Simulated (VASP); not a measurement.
ScPt3:

```
Sc Pt
1.0
     3.95800    0.00000    0.00000
     0.00000    3.95800    0.00000
     0.00000    0.00000    3.95800
Sc Pt
1 3
Direct
  0.00000 0.00000 0.00000
  0.00000 0.50000 0.50000
  0.50000 0.00000 0.50000
  0.50000 0.50000 0.00000
```

```yaml
Program: VASP 6.6.1
Task: relaxation of cell and atoms
Functional: LDA
Potentials_or_basis: VASP PAW LDA potentials, release 64 (Sc_sv, Pt)
Cutoff: 600 eV
k_mesh: 6 × 6 × 6
Occupations: methfessel-paxton, width 0.05 eV
Spin: no spin polarisation
```

At the start: pressure -5.5 GPa; volume 15.50 Å³/atom.

Where does the relaxation end?

Over 4 steps the energy falls by 6.4 meV/atom and the volume is 15.14 Å³/atom (-2.3 %); space group Pm-3m (No. 221, to 0.05 Å).

Step by step:
| step | energy change (eV) | largest force (eV/Å) | pressure (GPa) | volume (Å³) |
| --- | --- | --- | --- | --- |
| 1 | 0.0000 | 0.0000 | -5.48 | 62.01 |
| 2 | 0.1186 | 0.0000 | 15.27 | 57.37 |
| 3 | -0.0255 | 0.0000 | -0.15 | 60.58 |
| 4 | -0.0255 | 0.0000 | 0.01 | 60.55 |

Final structure:
```
CELL_PARAMETERS angstrom
3.92678 0.00000 0.00000
0.00000 3.92678 0.00000
0.00000 0.00000 3.92678
ATOMIC_POSITIONS crystal
Sc 0.00000 0.00000 0.00000
Pt 0.00000 0.50000 0.50000
Pt 0.50000 0.00000 0.50000
Pt 0.50000 0.50000 0.00000
```
